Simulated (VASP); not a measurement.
Write the native input for VASP 6.6.1 that does the following.

- Task: single point
- Functional: LDA
- Potentials or basis: VASP PAW LDA potentials, release 64 (Na_pv, Cl)
- Cutoff: 520 eV
- k mesh: 8 × 8 × 8
- Occupations: gaussian, width 0.01 eV
- Spin: no spin polarisation
- Dipole correction: no
- Further INCAR settings: ALGO = Normal; EDIFF = 1e-06; NBANDS = 14

The structure of NaCl lies in POSCAR:

```
NaCl
1.0
    2.6826303456      2.6826303456      0.0000000000
   -2.6826303456      2.6826303456      0.0000000000
    0.0000000000      2.6826303456      2.6826303456
Na Cl
1 1
Direct
    0.0000000000      0.0000000000      0.0000000000
    0.5000000000      0.5000000000      0.0000000000
```

One way to write it, as run:

INCAR

```
PREC = Accurate ; ENCUT = 520
EDIFF = 1E-6 ; ISMEAR = 0
SIGMA = 0.01 ; LREAL = F
LASPH = T ; NELM = 60
ALGO = Normal ; ISIF = 2
LWAVE = F ; LCHARG = F
NBANDS = 14
```

KPOINTS

```
regular mesh
0
Gamma
  8 8 8
```

Potentials or basis: VASP PAW LDA potentials, release 64 (Na_pv, Cl).

Launch:

```bash
$ cat potpaw_LDA.64/Na_pv/POTCAR potpaw_LDA.64/Cl/POTCAR > POTCAR
$ mpirun -np 1 vasp_std > vasp.out
```

It gave:

The pressure is 2.1 GPa and the band gap on the k mesh is 5.33 eV, direct.

It took 10 s on 1 thread of Intel(R) Xeon(R) 6975P-C (Granite Rapids), on a shared host, peak memory 0.14 GiB.
